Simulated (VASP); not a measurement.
# CaSe (P1) in VASP: single point with PBEsol

Aim: the single point of CaSe with PBEsol.

Everything below comes from runs of VASP 6.6.1. Logs are shortened: lines on timing, memory, paths and dates and some standing lists are left out, and cuts for length are marked.

**1. The cell of the first run**

The typed cell holds 16 atoms: a = 8.393 Å, b = 8.393 Å, c = 8.393 Å, α = 60.00°, β = 60.00°, γ = 60.00°.

**2. Single point, PBEsol**

File INCAR:

```
PREC     = Accurate       # precision mode
ENCUT    = 520            # plane-wave cutoff, eV
EDIFF    = 1E-6           # SCF threshold, eV
ISMEAR   = -1             # smearing method
SIGMA    = 0.069          # smearing width, eV
LREAL    = Auto         
LASPH    = T              # aspherical terms in the spheres
NELM     = 60             # most SCF steps
ALGO     = Normal         # electronic algorithm
ISIF     = 2              # what is computed and relaxed
LWAVE    = F              # write WAVECAR
LCHARG   = T              # write CHGCAR
GGA      = PS             # functional
LELF     = T              # ELF
LVHAR    = T            
NBANDS   = 78             # bands
```

File KPOINTS:

```
Automatic mesh
0
Gamma
  2 2 2
```

File POSCAR:

```
CaSe
1.0
    0.0000000000      5.9350702233      5.9350702233
    5.9350702233      0.0000000000      5.9350702233
    5.9350702233      5.9350702233      0.0000000000
Ca Se
8 8
Direct
    0.0075554287     -0.0100148773      0.0032596076
   -0.0130598286      0.0057335463      0.5038454285
   -0.0042079536      0.5010522855      0.0191764370
    0.0048600941      0.4850630054      0.4993433756
    0.4933081480     -0.0001515568      0.0059690111
    0.5037236945      0.0067927587      0.4879712271
    0.4955679359      0.5033584082      0.0034984422
    0.4901932733      0.4999517088      0.5050197196
    0.2532856299      0.2414957104      0.2535188201
    0.2444815218      0.2653048643      0.7407059790
    0.2583903715      0.7466312669      0.2483598247
    0.2435009942      0.7414526424      0.7606340498
    0.7571904512      0.2509138804      0.2418856805
    0.7390782813      0.2597808353      0.7454687701
    0.7504142045      0.7466607527      0.2453035845
    0.7578113368      0.7494702392      0.7485479249
```

Potentials or basis: VASP PAW PBE potentials, release 64 (Ca_sv, Se).

On the command line:

```
cat potpaw_PBE.64/Ca_sv/POTCAR potpaw_PBE.64/Se/POTCAR > POTCAR
mpirun -np 1 vasp_std > vasp.out
```

OUTCAR:

```text
PREC = Accurate
   ENCUT = 520
   EDIFF = 1E-6
   ISMEAR = -1
   LREAL = Auto
   LASPH = T
   NELM = 60
   ISIF = 2
   GGA = PS

 ion  position               nearest neighbor table
   1  0.008  0.990  0.003-  12 2.92  11 2.94  13 2.97  15 2.97
   2  0.987  0.006  0.504-  16 2.88  13 2.92  14 2.94   9 2.98
   3  0.996  0.501  0.019-  15 2.80  12 2.90  13 2.91   9 2.92
   4  0.005  0.485  0.499-  10 2.86   9 2.90  14 2.92
   5  0.493  1.000  0.006-  11 2.90   9 2.90  15 2.95
   6  0.504  0.007  0.488-   9 2.88  13 2.95
   7  0.496  0.503  0.003-  11 2.90  12 2.94  13 2.97  14 2.98
   8  0.490  0.500  0.505-  10 2.85  11 2.90  14 2.90  12 2.95
   9  0.253  0.241  0.254-   6 2.88   5 2.90   4 2.90   3 2.92   2 2.98
  10  0.244  0.265  0.741-   8 2.85   4 2.86
  11  0.258  0.747  0.248-   7 2.90   5 2.90   8 2.90   1 2.94
  12  0.244  0.741  0.761-   3 2.90   1 2.92   7 2.94   8 2.95
  13  0.757  0.251  0.242-   3 2.91   2 2.92   6 2.95   1 2.97   7 2.97
  14  0.739  0.260  0.745-   8 2.90   4 2.92   2 2.94   7 2.98
  15  0.750  0.747  0.245-   3 2.80   5 2.95   1 2.97
  16  0.758  0.749  0.749-   2 2.88

  LATTYP: Found a face centered cubic cell.
 ALAT       =    11.8701404466

  Lattice vectors:

 A1 = (   0.0000000000,   5.9350702233,   5.9350702233)
 A2 = (   5.9350702233,   0.0000000000,   5.9350702233)
 A3 = (   5.9350702233,   5.9350702233,   0.0000000000)

Analysis of symmetry for initial positions (statically):
=====================================================================
 Subroutine PRICEL returns:
 Original cell was already a primitive cell.

 Routine SETGRP: Setting up the symmetry group for a
 face centered cubic supercell.

 Subroutine GETGRP returns: Found  1 space group operations
 (whereof  1 operations were pure point group operations)
 out of a pool of 48 trial point group operations.

The static configuration has the point symmetry C_1 .

Analysis of symmetry for dynamics (positions and initial velocities):
=====================================================================
 Subroutine PRICEL returns:
 Original cell was already a primitive cell.

 Routine SETGRP: Setting up the symmetry group for a
 face centered cubic supercell.

 Subroutine GETGRP returns: Found  1 space group operations
 (whereof  1 operations were pure point group operations)
 out of a pool of 48 trial point group operations.

The dynamic configuration has the point symmetry C_1 .

 Subroutine INISYM returns: Found  1 space group operations
 (whereof  1 operations are pure point group operations),
[... 113 lines left out ...]
   ISIF   =      2    stress and relaxation
   ISYM   =      2    0-nonsym 1-usesym 2-fastsym
   POTIM  = 0.5000    time-step for ionic-motion
   TEBEG  =    0.0;   TEEND  =   0.0 temperature during run
   PSTRESS=    0.0 pullay stress
   NELECT =     128.0000    total number of electrons
   NUPDOWN=      -1.0000    fix difference up-down
   EMIN   =  10.00;   EMAX   =-10.00  energy-range for DOS
   EFERMI =   0.00;   METHOD = LEGACY
   ISMEAR =    -1;   SIGMA  =   0.07  broadening in eV -4-tet -1-fermi 0-gaus
   EFERMI_NEDOS =   21; number of points for ismear=-14 and -15
   IALGO  =     38    algorithm
   IMIX   =      4    mixing-type and parameters
     AMIX     =   0.40;   BMIX     =  1.00
     AMIX_MAG =   1.60;   BMIX_MAG =  1.00
  volume/ion in A,a.u.               =      26.13       176.35
  Fermi-wavevector in a.u.,A,eV,Ry     =   1.103339  2.085008 16.563146  1.217357
  Thomas-Fermi vector in A             =   2.239796
   LORBIT       =      0    0 simple, 1 ext, 2 COOP (PROOUT), +10 PAW based schemes
   GGA     = PS    functional components
   LHFCALC =     F    Hartree Fock is set to
   AEXX    =    0.0000 exact exchange contribution
   IVDW    =     0    specifies the selected vdW correction
   LEPSILON=     F    determine dielectric tensor
   LRPA    =     F    only Hartree local field effects (RPA)
 non-spin polarized calculation
  energy-cutoff  :      520.00
  volume of cell :      418.13
 maximum number of plane-waves:     11278
 NGX is ok and might be reduce to    64
   NGX = 31   NGY = 31   NGZ = 31

 number of electron     128.0000001 magnetization

 Free energy of the ion-electron system (eV)
  ---------------------------------------------------
  ext. energy  EPLUGINS =         0.00000000
  ---------------------------------------------------
  free energy    TOTEN  =       -80.14314884 eV

  energy without entropy =      -80.14314768  energy(sigma->0) =      -80.14314826

 E-fermi :   3.2624     XC(G=0):  -9.2774

 val. band max:        2.3013712549   @ k =   0.0000   0.0000   0.0000
 cond. band min:       4.2292382643   @ k =   0.0000   0.0000   0.0000
 fundamental gap:      1.9278670094
 Fermi energy:         3.2623946886

 k-point     1 :       0.0000    0.0000    0.0000
  band No.  band energies     occupation
      1     -37.4339      2.00000
      2     -37.3938      2.00000
      3     -37.3041      2.00000
      4     -37.2942      2.00000
      5     -37.2852      2.00000
      6     -37.2823      2.00000
[... 621 lines left out ...]
     75       6.8557      0.00000
     76       6.8812      0.00000
 [bands above 76 left out]

------------------------ aborting loop because EDIFF is reached ----------------------------------------

  FORCE on cell =-STRESS in cart. coord.  units (eV):
  Direction    XX          YY          ZZ          XY          YZ          ZX
  --------------------------------------------------------------------------------------
  -------------------------------------------------------------------------------------
  Total       -2.7239035     -2.7415079     -2.8361621      0.0252117      0.1119844      0.0530171
  in kB      -10.4374573    -10.5049142    -10.8676102      0.0966064      0.4291018      0.2031511
  external PRESSURE =     -10.6033272 kB  Pullay stress =       0.0000000 kB

 VOLUME and BASIS-vectors are now :
 -----------------------------------------------------------------------------
  energy-cutoff  :      520.00
  volume of cell :      418.13
      direct lattice vectors                 reciprocal lattice vectors
     0.000000000  5.935070223  5.935070223    -0.084245002  0.084245002  0.084245002
     5.935070223  0.000000000  5.935070223     0.084245002 -0.084245002  0.084245002
     5.935070223  5.935070223  0.000000000     0.084245002  0.084245002 -0.084245002

 POSITION                                       TOTAL-FORCE (eV/Angst)
 -----------------------------------------------------------------------------------
      5.89498      0.06419      5.92047         0.083365     -0.265937      0.145918
      3.02439      8.84792      5.89159        -0.137067      0.256045     -0.053798
      3.08759      6.02391      8.88388        -0.586939     -0.420080      0.044596
      5.84252      2.99248      2.90773         0.498192     -0.139786      0.131267
      5.96960      2.96325      8.86199        -0.334998     -0.146654      0.225449
      2.93646      5.88578      3.02995         0.102925      0.440461     -0.242072
[... 8 lines left out ...]
      5.88738      5.90966      8.88525         0.471428      0.118489      0.044892
      8.89084      8.94035      8.94582         0.023781     -0.222203     -0.243438
 -----------------------------------------------------------------------------------
    total drift:                               -0.002183     -0.009383     -0.004216

  FREE ENERGIE OF THE ION-ELECTRON SYSTEM (eV)
  ---------------------------------------------------
  free  energy   TOTEN  =       -80.1431488398 eV

  energy  without entropy=      -80.1431476832  energy(sigma->0) =      -80.14314826
```

stdout:

```text
POSCAR found type information on POSCAR CaSe
 POSCAR found :  2 types and      16 ions
 scaLAPACK will be used
 -----------------------------------------------------------------------------
|                                                                             |
|                                                                             |
|     You enforced a specific xc type in the INCAR file but a different       |
|     I HOPE YOU KNOW WHAT YOU ARE DOING!                                     |
|                                                                             |
 -----------------------------------------------------------------------------

 LDA part: xc-table for (Slater+PW92), standard interpolation
 POSCAR, INCAR and KPOINTS ok, starting setup
 FFT: planning ... GRIDC
 FFT: planning ... GRID_SOFT
 FFT: planning ... GRID
 WAVECAR not read
 entering main loop
```

Wall time 12 min (1 thread of Oxide Virtual Turin-like, shared host); peak memory 0.59 GiB.

What came out:

```yaml
Free_energy: -80.1431 eV
Pressure: -1.1 GPa
Largest_force: 0.723 eV/Å
Band_gap_on_the_k_mesh: 1.93 eV
```

Forces on the atoms (eV/Å):
```
Ca   0.083 -0.266  0.146
Ca  -0.137  0.256 -0.054
Ca  -0.587 -0.420  0.045
Ca   0.498 -0.140  0.131
Ca  -0.335 -0.147  0.225
Ca   0.103  0.440 -0.242
Ca  -0.244  0.011  0.244
Ca  -0.012  0.066  0.198
Se   0.062 -0.070  0.026
Se  -0.175  0.397 -0.425
Se   0.184 -0.237 -0.199
Se   0.035 -0.117  0.424
Se   0.075 -0.026 -0.239
Se  -0.046  0.356 -0.082
Se   0.471  0.118  0.045
Se   0.024 -0.222 -0.243
```

Levels at points of the mesh, in eV from the valence-band top:
| k point | band 62 | band 63 | band 64 | band 65 | band 66 | band 67 |
| --- | --- | --- | --- | --- | --- | --- |
| (0.00, 0.00, 0.00) | -0.03 | -0.01 | 0.00 | 1.93 | 1.93 | 1.94 |
| (0.50, 0.00, 0.00) | -0.71 | -0.65 | -0.63 | 3.17 | 3.19 | 3.27 |
| (0.00, 0.50, 0.00) | -0.75 | -0.64 | -0.60 | 3.19 | 3.22 | 3.26 |
| (0.00, 0.00, 0.50) | -0.82 | -0.59 | -0.55 | 3.14 | 3.18 | 3.21 |
| (0.50, 0.50, 0.50) | -0.74 | -0.65 | -0.57 | 3.17 | 3.18 | 3.24 |
| (0.50, 0.50, 0.00) | -0.63 | -0.61 | -0.54 | 2.60 | 2.64 | 4.18 |
| (0.00, 0.50, 0.50) | -0.64 | -0.61 | -0.56 | 2.58 | 2.68 | 4.11 |
| (0.50, 0.00, 0.50) | -0.62 | -0.60 | -0.57 | 2.61 | 2.64 | 4.15 |

Caveat: the k points lie up to 0.46 Å⁻¹ apart; the atoms stand as in a frame of molecular dynamics; the PAW data sets were made with another functional, which shifts forces and pressure a little.
